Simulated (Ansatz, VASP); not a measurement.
# AlCo: VASP beside Ansatz

The input INCAR:

```
PREC = Accurate ; ENCUT = 520
EDIFF = 1E-6 ; ISMEAR = 0
SIGMA = 0.15 ; LREAL = F
LASPH = T ; NELM = 80
ALGO = Fast ; ISIF = 2
LWAVE = F ; LCHARG = F
GGA = PE ; NBANDS = 27
```

File KPOINTS:

```
Automatic mesh
0
Gamma
  21 21 7
```

POSCAR

```
AlCo
1.0
    0.0000000000     -2.8519024102      0.0000000000
    0.0000000000      0.0000000000     -2.8519024102
    9.0557072306      0.0000000000      0.0000000000
Al Co
3 3
Direct
    1.0000000000      1.0000000000      0.2361808038
    1.0000000000      1.0000000000      0.5511095374
    1.0000000000      1.0000000000      0.8660382710
    0.5000000000      0.5000000000      0.0787164370
    0.5000000000      0.5000000000      0.3936451706
    0.5000000000      0.5000000000      0.7085739042
```

Input for Ansatz:

```yaml
crystal:
  lattice:
    - [0.0, -2.8519024102, 0.0]
    - [0.0, 0.0, -2.8519024102]
    - [9.0557072306, 0.0, 0.0]
  atoms:
    - { symbol: Al, position: [1.0, 1.0, 0.2361808038] }
    - { symbol: Al, position: [1.0, 1.0, 0.5511095374] }
    - { symbol: Al, position: [1.0, 1.0, 0.866038271] }
    - { symbol: Co, position: [0.5, 0.5, 0.078716437] }
    - { symbol: Co, position: [0.5, 0.5, 0.3936451706] }
    - { symbol: Co, position: [0.5, 0.5, 0.7085739042] }
basis:
  ecutwfc: 420
kpoints:
  mp_grid: { grid: [21, 21, 7] }
hamiltonian:
  xc: pbe
scf:
  occupations: { method: gaussian, width: 0.15 }
output:
  forces: true
  stress: true
  eigenvalues: true
```

Alike in both runs: task single point; functional PBE; k mesh 21 × 21 × 7; occupations gaussian, width 0.15 eV; no spin polarisation.

```csv
,VASP,Ansatz
version,VASP 6.6.1,Ansatz 0.2.0
potentials or method,"VASP PAW PBE potentials, release 64 (Al, Co), cutoff 520 eV","scalar-relativistic, plane waves, PAW"
valence electrons in the cell,36,60
```

```csv
,VASP,Ansatz,Ansatz less VASP
gap on the k mesh at the Fermi level (eV),none,none,-
pressure (GPa),-5.7,-5.7,+0.05
"traceless stress, the component that is largest in VASP (GPa)",-1.84,-1.82,+0.020
rms of the force components (eV/Å),0.496,0.498,+0.0020
```

Atom by atom the forces differ by 0.003 eV/Å (rms over components). A gap of «none» marks a metal or a gap that the smearing closes. With one functional, cell and mesh, what is left measures potentials, basis and numerics. VASP's potentials hold 36 valence electrons a cell and Ansatz's 60, so a difference there can come from the potentials and not from the codes.
